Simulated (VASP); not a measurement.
# Eu (Fm-3m) in VASP: further runs

The runs below take Eu through single point, with PBE+U.

All numbers are computed with VASP 6.6.1; they aren't measurements. Logs are shortened: lines on timing, memory, paths and dates and some standing lists are left out, and cuts for length are marked.

## Step 1: The cell of the first run

Symmetry: Fm-3m, No. 225, cubic system. The conventional cell has a = 5.579 Å, b = 5.579 Å, c = 5.579 Å, α = 90.00°, β = 90.00°, γ = 90.00°. Eu (site symmetry m-3m) has 12 Eu at 3.94 Å within 5.2 Å.

This isn't the form of Eu at room conditions, which is bcc.

## Step 2: Single point, PBE+U, collinear spin, ferromagnetic start

File INCAR:

```
PREC = Accurate ; ENCUT = 520
EDIFF = 1E-6 ; ISMEAR = -1
SIGMA = 0.08 ; LREAL = F
LASPH = T ; NELM = 150
ALGO = Normal ; ISIF = 2
LWAVE = F ; LCHARG = F
ISPIN = 2 ; MAGMOM = 7
LORBIT = 11 ; LMAXMIX = 6
LDAU = T ; LDAUTYPE = 2
LDAUL = 3 ; LDAUU = 3
LDAUJ = 0 ; LDAUPRINT = 1
GGA = PE ; NBANDS = 18
```

File KPOINTS:

```
Automatic mesh
0
Gamma
  9 9 9
```

File POSCAR:

```
Eu
1.0
    0.0000000000      2.7893026914      2.7893026914
    2.7893026914      0.0000000000      2.7893026914
    2.7893026914      2.7893026914      0.0000000000
Eu
1
Direct
    0.0000000000      0.0000000000      0.0000000000
```

Potentials or basis: VASP PAW PBE potentials, release 64 (Eu).

Launch:

```console
cat potpaw_PBE.64/Eu/POTCAR > POTCAR
mpirun -np 1 vasp_std > vasp.out
```

OUTCAR:

```text
PREC = Accurate
   ENCUT = 520
   EDIFF = 1E-6
   ISMEAR = -1
   LREAL = F
   LASPH = T
   NELM = 150
   ISIF = 2
   ISPIN = 2
   LORBIT = 11
   GGA = PE

 ion  position               nearest neighbor table
   1  0.000  0.000  0.000-

  LATTYP: Found a face centered cubic cell.
 ALAT       =     5.5786053828

  Lattice vectors:

 A1 = (   0.0000000000,   2.7893026914,   2.7893026914)
 A2 = (   2.7893026914,   0.0000000000,   2.7893026914)
 A3 = (   2.7893026914,   2.7893026914,   0.0000000000)

Analysis of symmetry for initial positions (statically):
=====================================================================
 Subroutine PRICEL returns:
 Original cell was already a primitive cell.

 Routine SETGRP: Setting up the symmetry group for a
 face centered cubic supercell.

 Subroutine GETGRP returns: Found 48 space group operations
 (whereof 48 operations were pure point group operations)
 out of a pool of 48 trial point group operations.

The static configuration has the point symmetry O_h .

Analysis of symmetry for dynamics (positions and initial velocities):
=====================================================================
 Subroutine PRICEL returns:
 Original cell was already a primitive cell.

 Routine SETGRP: Setting up the symmetry group for a
 face centered cubic supercell.

 Subroutine GETGRP returns: Found 48 space group operations
 (whereof 48 operations were pure point group operations)
 out of a pool of 48 trial point group operations.

The dynamic configuration has the point symmetry O_h .

[... 181 lines left out ...]
  o =  0.0001  v =  0.0000  0.0000  0.0000  0.0000  0.0000  0.0000  0.0000 -0.0007  0.0000 -0.0005 -1.0000  0.0001 -0.0000 -0.0001      0.0000  0.0000  0.0000  0.0000  0.0000  0.0000  0.0000  0.0000  0.0000  0.0000  0.0000  0.0000  0.0000  0.0000
  o =  0.0001  v =  0.0000  0.0000  0.0000  0.0000  0.0000  0.0000  0.0000  0.6124 -0.0000 -0.7906  0.0000  0.0001  0.0043  0.0001      0.0000  0.0000  0.0000  0.0000  0.0000  0.0000  0.0000  0.0000  0.0000  0.0000  0.0000  0.0000  0.0000  0.0000
  o =  0.0001  v =  0.0000  0.0000  0.0000  0.0000  0.0000  0.0000  0.0000  0.0026  0.0000 -0.0034  0.0000  0.0785 -0.9950  0.0608      0.0000  0.0000  0.0000  0.0000  0.0000  0.0000  0.0000  0.0000  0.0000  0.0000  0.0000  0.0000  0.0000  0.0000
  o =  0.0001  v =  0.0000  0.0000  0.0000  0.0000  0.0000  0.0000  0.0000  0.0004  0.0000 -0.0005  0.0000 -0.7867 -0.0993 -0.6093      0.0000  0.0000  0.0000  0.0000  0.0000  0.0000  0.0000  0.0000  0.0000  0.0000  0.0000  0.0000  0.0000  0.0000
  o =  0.9471  v =  0.0000 -1.0000  0.0000 -0.0000  0.0000  0.0000  0.0000  0.0000  0.0000  0.0000  0.0000  0.0000  0.0000  0.0000      0.0000  0.0000  0.0000  0.0000  0.0000  0.0000  0.0000  0.0000  0.0000  0.0000  0.0000  0.0000  0.0000  0.0000
  o =  0.9652  v = -0.7906  0.0000 -0.6124 -0.0000 -0.0000  0.0000  0.0000  0.0000  0.0000  0.0000  0.0000  0.0000  0.0000  0.0000      0.0000  0.0000  0.0000  0.0000  0.0000  0.0000  0.0000  0.0000  0.0000  0.0000  0.0000  0.0000  0.0000  0.0000
  o =  0.9652  v =  0.0000 -0.0000 -0.0000  0.6213  0.4798  0.0000 -0.6195  0.0000  0.0000  0.0000  0.0000  0.0000  0.0000  0.0000      0.0000  0.0000  0.0000  0.0000  0.0000  0.0000  0.0000  0.0000  0.0000  0.0000  0.0000  0.0000  0.0000  0.0000
  o =  0.9652  v =  0.0000 -0.0000 -0.0000  0.7836 -0.3805 -0.0000  0.4912  0.0000  0.0000  0.0000  0.0000  0.0000  0.0000  0.0000      0.0000  0.0000  0.0000  0.0000  0.0000  0.0000  0.0000  0.0000  0.0000  0.0000  0.0000  0.0000  0.0000  0.0000
  o =  0.9727  v =  0.0000  0.0000  0.0000 -0.0000  0.4012  0.8617  0.3108  0.0000  0.0000  0.0000  0.0000  0.0000  0.0000  0.0000      0.0000  0.0000  0.0000  0.0000  0.0000  0.0000  0.0000  0.0000  0.0000  0.0000  0.0000  0.0000  0.0000  0.0000
  o =  0.9727  v = -0.6124  0.0000  0.7906  0.0000  0.0000 -0.0000 -0.0000  0.0000  0.0000  0.0000  0.0000  0.0000  0.0000  0.0000      0.0000  0.0000  0.0000  0.0000  0.0000  0.0000  0.0000  0.0000  0.0000  0.0000  0.0000  0.0000  0.0000  0.0000
  o =  0.9727  v =  0.0000  0.0000 -0.0000  0.0000 -0.6812  0.5075 -0.5277  0.0000  0.0000  0.0000  0.0000  0.0000  0.0000  0.0000      0.0000  0.0000  0.0000  0.0000  0.0000  0.0000  0.0000  0.0000  0.0000  0.0000  0.0000  0.0000  0.0000  0.0000

 number of electron      17.0000004 magnetization       7.4605406

 Free energy of the ion-electron system (eV)
  ---------------------------------------------------
  ext. energy  EPLUGINS =         0.00000000
  ---------------------------------------------------
  free energy    TOTEN  =       -11.04997106 eV

  energy without entropy =      -11.01785762  energy(sigma->0) =      -11.03391434

 E-fermi :   1.9186     XC(G=0):  -8.6522

 val. band max:        1.8964256251   @ k =  -0.4444   0.3333   0.1111
 cond. band min:       1.9624062036   @ k =  -0.4444   0.2222   0.0000
 fundamental gap:      0.0659805785
 Fermi energy:         1.9186081673

 spin component 1

 k-point     1 :       0.0000    0.0000    0.0000
  band No.  band energies     occupation
      1     -39.1748      1.00000
      2     -17.8557      1.00000
      3     -17.8557      1.00000
      4     -17.8557      1.00000
      5      -2.3445      1.00000
      6       0.9365      1.00000
[... 1001 lines left out ...]
     17       8.9204      0.00000
     18      10.9452      0.00000

 [... further k-points ...]
[... 5 lines left out ...]
  --------------------------------------------------------------------------------------
  -------------------------------------------------------------------------------------
  Total        0.1445040      0.1445040      0.1445040      0.0000000     -0.0000000      0.0000000
  in kB        5.3342533      5.3342533      5.3342533      0.0000000     -0.0000000      0.0000000
  external PRESSURE =       5.3342533 kB  Pullay stress =       0.0000000 kB

 VOLUME and BASIS-vectors are now :
 -----------------------------------------------------------------------------
  energy-cutoff  :      520.00
  volume of cell :       43.40
      direct lattice vectors                 reciprocal lattice vectors
     0.000000000  2.789302691  2.789302691    -0.179256271  0.179256271  0.179256271
     2.789302691  0.000000000  2.789302691     0.179256271 -0.179256271  0.179256271
     2.789302691  2.789302691  0.000000000     0.179256271  0.179256271 -0.179256271

 POSITION                                       TOTAL-FORCE (eV/Angst)
 -----------------------------------------------------------------------------------
      0.00000      0.00000      0.00000        -0.000000     -0.000000      0.000000
 -----------------------------------------------------------------------------------
    total drift:                               -0.000000     -0.000000      0.000000

  FREE ENERGIE OF THE ION-ELECTRON SYSTEM (eV)
  ---------------------------------------------------
  free  energy   TOTEN  =       -11.0499710557 eV

  energy  without entropy=      -11.0178576174  energy(sigma->0) =      -11.03391434

 total charge

# of ion       s       p       d       f       tot
--------------------------------------------------
    1        2.083   5.724   0.260   6.755  14.822

 magnetization (x)

# of ion       s       p       d       f       tot
--------------------------------------------------
    1       -0.002  -0.096   0.139   6.753   6.794
```

stdout:

```text
POSCAR found type information on POSCAR Eu
 POSCAR found :  1 types and       1 ions
 scaLAPACK will be used
 LDA part: xc-table for (Slater+PW92), standard interpolation
 POSCAR, INCAR and KPOINTS ok, starting setup
 FFT: planning ... GRIDC
 FFT: planning ... GRID_SOFT
 FFT: planning ... GRID
 WAVECAR not read
 entering main loop
```

Run time: 49 s. Hardware: 1 thread of Intel Xeon Platinum 8488C (Sapphire Rapids), shared host; peak memory 0.22 GiB.

What came out:

- Free energy: -11.0500 eV
- Pressure: 0.5 GPa
- Net moment: 7.46 μB per cell
- Site moments: Eu +6.79 μB
- Valence electrons inside the program's atomic spheres: Eu 14.82

Eigenvalues of the final occupation matrices:
```
    site  spin  trace                         eigenvalues
site 1 f     1   6.76  0.95 0.97 0.97 0.97 0.97 0.97 0.97
site 1 f     2   0.00  0.00 0.00 0.00 0.00 0.00 0.00 0.00
```

Caveat: spin-orbit coupling is left out, which moves the levels of the heavy elements.

## Step 3: Single point, PBE+U, collinear spin, ferromagnetic start

File INCAR:

```
SYSTEM = Eu
ALGO = Normal
EDIFF = 1E-6
ENCUT = 520
GGA = PE
ISIF = 2
ISMEAR = -1
ISPIN = 2
LASPH = .TRUE.
LCHARG = .TRUE.
LDAU = .TRUE.
LDAUJ = 0
LDAUL = 3
LDAUPRINT = 1
LDAUTYPE = 2
LDAUU = 6
LELF = .TRUE.
LMAXMIX = 6
LORBIT = 11
LREAL = .FALSE.
LVHAR = .TRUE.
LWAVE = .FALSE.
MAGMOM = 7
NBANDS = 18
NELM = 150
PREC = Accurate
SIGMA = 0.08
```

File KPOINTS:

```
k-points
0
G
  9 9 9
  0 0 0
```

POSCAR is that of step 2.

Potentials or basis: VASP PAW PBE potentials, release 64 (Eu).

Launch:

```console
cat potpaw_PBE.64/Eu/POTCAR > POTCAR
mpirun -np 1 vasp_std > vasp.out
```

It took 53 s on 1 thread of Intel Xeon Platinum 8488C (Sapphire Rapids), shared host; peak memory 0.22 GiB.

Results (log left out):

```yaml
Free_energy: -10.7526 eV
Pressure: 1.5 GPa
Net_moment: 7.43 μB per cell
Site_moments: Eu +6.83 μB
Valence_electrons_inside_the_program's_atomic_spheres: Eu 14.88
```

Levels at points of the mesh, in eV from the Fermi level:
Spin up:
| k point | band 10 | band 11 | band 12 | band 13 | band 14 | band 15 |
| --- | --- | --- | --- | --- | --- | --- |
| (0.00, 0.00, 0.00) | -1.72 | -1.72 | -1.72 | 2.03 | 2.03 | 2.03 |
Spin down:
```tsv
k point	band 2	band 3	band 4	band 5	band 6	band 7	band 8	band 9
(0.00, 0.00, 0.00)	-17.17	-17.17	-17.17	-3.49	3.04	3.04	3.04	5.07
```

Eigenvalues of the final occupation matrices:
| site | spin | trace | eigenvalues |
| --- | --- | --- | --- |
| site 1 f | 1 | 6.82 | 0.97 0.97 0.97 0.97 0.98 0.98 0.98 |
| site 1 f | 2 | 0.00 | 0.00 0.00 0.00 0.00 0.00 0.00 0.00 |

Caveat: spin-orbit coupling is left out, which moves the levels of the heavy elements. The state reached can hang on the start; a lower one may exist.

## Step 4: Single point, PBE+U, collinear spin, ferromagnetic start

File INCAR:

```
SYSTEM = Eu
  PREC = Accurate
  ENCUT = 520
  EDIFF = 1E-7
  ISMEAR = -1
  SIGMA = 0.08
  LREAL = .FALSE.
  LASPH = .TRUE.
  NELM = 150
  ALGO = Normal
  ISIF = 2
  LWAVE = .FALSE.
  LCHARG = .FALSE.
  ISPIN = 2
  MAGMOM = 7
  LORBIT = 11
  LMAXMIX = 6
  LDAU = .TRUE.
  LDAUTYPE = 2
  LDAUL = 3
  LDAUU = 8
  LDAUJ = 0
  LDAUPRINT = 1
  GGA = PE
  NBANDS = 18
```

File KPOINTS:

```
regular mesh
0
G
  9 9 9
  0 0 0
```

POSCAR is that of step 3.

Potentials or basis: VASP PAW PBE potentials, release 64 (Eu).

Launch:

```console
cat potpaw_PBE.64/Eu/POTCAR > POTCAR
mpirun -np 1 vasp_std > vasp.out
```

OUTCAR:

```text
SYSTEM = Eu
   PREC = Accurate
   ENCUT = 520
   EDIFF = 1E-7
   ISMEAR = -1
   LREAL = .FALSE.
   LASPH = .TRUE.
   NELM = 150
   ISIF = 2
   ISPIN = 2
   LORBIT = 11
   GGA = PE

 ion  position               nearest neighbor table
   1  0.000  0.000  0.000-

  LATTYP: Found a face centered cubic cell.
 ALAT       =     5.5786053828

  Lattice vectors:

 A1 = (   0.0000000000,   2.7893026914,   2.7893026914)
 A2 = (   2.7893026914,   0.0000000000,   2.7893026914)
 A3 = (   2.7893026914,   2.7893026914,   0.0000000000)

Analysis of symmetry for initial positions (statically):
=====================================================================
 Subroutine PRICEL returns:
 Original cell was already a primitive cell.

 Routine SETGRP: Setting up the symmetry group for a
 face centered cubic supercell.

 Subroutine GETGRP returns: Found 48 space group operations
 (whereof 48 operations were pure point group operations)
 out of a pool of 48 trial point group operations.

The static configuration has the point symmetry O_h .

Analysis of symmetry for dynamics (positions and initial velocities):
=====================================================================
 Subroutine PRICEL returns:
 Original cell was already a primitive cell.

 Routine SETGRP: Setting up the symmetry group for a
 face centered cubic supercell.

 Subroutine GETGRP returns: Found 48 space group operations
 (whereof 48 operations were pure point group operations)
 out of a pool of 48 trial point group operations.

The dynamic configuration has the point symmetry O_h .

Analysis of structural, dynamic, and magnetic symmetry:
=====================================================================
[... 186 lines left out ...]
  o =  0.9784  v =  0.7906  0.0000  0.6124  0.0012 -0.0002  0.0000  0.0003  0.0000  0.0000  0.0000  0.0000  0.0000  0.0000  0.0000      0.0000  0.0000  0.0000  0.0000  0.0000  0.0000  0.0000  0.0000  0.0000  0.0000  0.0000  0.0000  0.0000  0.0000
  o =  0.9789  v =  0.0001  0.0000 -0.0002 -0.0000 -0.7801  0.1621 -0.6043  0.0000  0.0000  0.0000  0.0000  0.0000  0.0000  0.0000      0.0000  0.0000  0.0000  0.0000  0.0000  0.0000  0.0000  0.0000  0.0000  0.0000  0.0000  0.0000  0.0000  0.0000
  o =  0.9789  v =  0.6124 -0.0000 -0.7906 -0.0000  0.0001 -0.0008  0.0001  0.0000  0.0000  0.0000  0.0000  0.0000  0.0000  0.0000      0.0000  0.0000  0.0000  0.0000  0.0000  0.0000  0.0000  0.0000  0.0000  0.0000  0.0000  0.0000  0.0000  0.0000
  o =  0.9789  v = -0.0004  0.0000  0.0006  0.0000 -0.1281 -0.9868 -0.0993  0.0000  0.0000  0.0000  0.0000  0.0000  0.0000  0.0000      0.0000  0.0000  0.0000  0.0000  0.0000  0.0000  0.0000  0.0000  0.0000  0.0000  0.0000  0.0000  0.0000  0.0000

 number of electron      17.0000004 magnetization       7.4150094

 Free energy of the ion-electron system (eV)
  ---------------------------------------------------
  ext. energy  EPLUGINS =         0.00000000
  ---------------------------------------------------
  free energy    TOTEN  =       -10.59195313 eV

  energy without entropy =      -10.56122638  energy(sigma->0) =      -10.57658976

 E-fermi :   1.9474     XC(G=0):  -8.6223

 val. band max:        1.8917042538   @ k =  -0.4444   0.3333   0.0000
 cond. band min:       1.9675632299   @ k =  -0.3333   0.4444   0.1111
 fundamental gap:      0.0758589761
 Fermi energy:         1.9473889477

 spin component 1

 k-point     1 :       0.0000    0.0000    0.0000
  band No.  band energies     occupation
      1     -38.7500      1.00000
      2     -17.5174      1.00000
      3     -17.5174      1.00000
      4     -17.5174      1.00000
      5      -2.2688      1.00000
      6      -0.6943      1.00000
[... 1001 lines left out ...]
     17      11.8918      0.00000
     18      11.9309      0.00000

 [... further k-points ...]
[... 5 lines left out ...]
  --------------------------------------------------------------------------------------
  -------------------------------------------------------------------------------------
  Total        0.5161948      0.5161948      0.5161948      0.0000000      0.0000000      0.0000000
  in kB       19.0549271     19.0549271     19.0549271      0.0000000      0.0000000      0.0000000
  external PRESSURE =      19.0549271 kB  Pullay stress =       0.0000000 kB

 VOLUME and BASIS-vectors are now :
 -----------------------------------------------------------------------------
  energy-cutoff  :      520.00
  volume of cell :       43.40
      direct lattice vectors                 reciprocal lattice vectors
     0.000000000  2.789302691  2.789302691    -0.179256271  0.179256271  0.179256271
     2.789302691  0.000000000  2.789302691     0.179256271 -0.179256271  0.179256271
     2.789302691  2.789302691  0.000000000     0.179256271  0.179256271 -0.179256271

 POSITION                                       TOTAL-FORCE (eV/Angst)
 -----------------------------------------------------------------------------------
      0.00000      0.00000      0.00000        -0.000000     -0.000000      0.000000
 -----------------------------------------------------------------------------------
    total drift:                               -0.000000     -0.000000      0.000000

  FREE ENERGIE OF THE ION-ELECTRON SYSTEM (eV)
  ---------------------------------------------------
  free  energy   TOTEN  =       -10.5919531331 eV

  energy  without entropy=      -10.5612263806  energy(sigma->0) =      -10.57658976

 total charge

# of ion       s       p       d       f       tot
--------------------------------------------------
    1        2.084   5.739   0.237   6.840  14.900

 magnetization (x)

# of ion       s       p       d       f       tot
--------------------------------------------------
    1       -0.003  -0.101   0.114   6.840   6.849
```

OSZICAR:

```text
N       E                     dE             d eps       ncg     rms          rms(c)
DAV:   1     0.115839168980E+03    0.11584E+03   -0.66649E+03  3016   0.421E+03
DAV:   2     0.139137328568E+02   -0.10193E+03   -0.91455E+02  3222   0.303E+02
DAV:   3    -0.166412838504E+01   -0.15578E+02   -0.15392E+02  3736   0.101E+02
DAV:   4    -0.334265055645E+01   -0.16785E+01   -0.16693E+01  4922   0.248E+01
DAV:   5    -0.342763011423E+01   -0.84980E-01   -0.84886E-01  4408   0.660E+00    0.294E+01
DAV:   6    -0.101989568667E+02   -0.67713E+01   -0.35600E+00  4194   0.280E+01    0.192E+01
DAV:   7    -0.105272381595E+02   -0.32828E+00   -0.26593E+00  3890   0.288E+01    0.893E+00
DAV:   8    -0.105707658755E+02   -0.43528E-01   -0.18777E-01  4426   0.361E+00    0.791E+00
DAV:   9    -0.105854840264E+02   -0.14718E-01   -0.18987E-02  4592   0.101E+00    0.582E+00
DAV:  10    -0.105883452746E+02   -0.28612E-02   -0.10973E-02  3510   0.232E+00    0.184E+00
DAV:  11    -0.105913481958E+02   -0.30029E-02   -0.38620E-03  3884   0.105E+00    0.103E+00
DAV:  12    -0.105918883014E+02   -0.54011E-03   -0.12197E-03  4342   0.610E-01    0.559E-01
DAV:  13    -0.105919346401E+02   -0.46339E-04   -0.30781E-04  4298   0.197E-01    0.210E-01
DAV:  14    -0.105919507804E+02   -0.16140E-04   -0.66212E-05  4294   0.625E-02    0.425E-02
DAV:  15    -0.105919526646E+02   -0.18842E-05   -0.78828E-06  4618   0.185E-02    0.695E-02
DAV:  16    -0.105919529432E+02   -0.27862E-06   -0.88703E-07  3794   0.691E-03    0.336E-02
DAV:  17    -0.105919531395E+02   -0.19623E-06   -0.10573E-06  3684   0.128E-02    0.402E-03
DAV:  18    -0.105919531331E+02    0.63164E-08   -0.11932E-07  2966   0.330E-03
   1 F= -.10591953E+02 E0= -.10576590E+02  d E =-.307268E-01  mag=     7.4150
```

Run time: 65 s. Hardware: 1 thread of Intel Xeon Platinum 8488C (Sapphire Rapids), shared host; peak memory 0.22 GiB.

What came out:

```
Free energy                                           : -10.5920 eV
Pressure                                              : 1.9 GPa
Net moment                                            : 7.42 μB per cell
Site moments                                          : Eu +6.85 μB
Valence electrons inside the program's atomic spheres : Eu 14.90
```

Levels at points of the mesh, in eV from the Fermi level:
Spin up:
| k point | band 8 | band 9 | band 10 | band 11 | band 12 | band 13 | band 14 | band 15 | band 16 | band 17 |
| --- | --- | --- | --- | --- | --- | --- | --- | --- | --- | --- |
| (0.00, 0.00, 0.00) | -2.58 | -2.58 | -2.47 | -2.47 | -2.47 | 2.06 | 2.06 | 2.06 | 3.96 | 3.96 |
Spin down:
```tsv
k point	band 1	band 2	band 3	band 4	band 5	band 6	band 7	band 8	band 9	band 10
(0.00, 0.00, 0.00)	-37.50	-17.09	-17.09	-17.09	-3.51	3.05	3.05	3.05	5.09	5.09
```

Eigenvalues of the final occupation matrices:
| site | spin | trace | eigenvalues |
| --- | --- | --- | --- |
| site 1 f | 1 | 6.85 | 0.98 0.98 0.98 0.98 0.98 0.98 0.98 |
| site 1 f | 2 | 0.00 | 0.00 0.00 0.00 0.00 0.00 0.00 0.00 |

Caveat: spin-orbit coupling is left out, which moves the levels of the heavy elements.

[end of part 1 of 2]
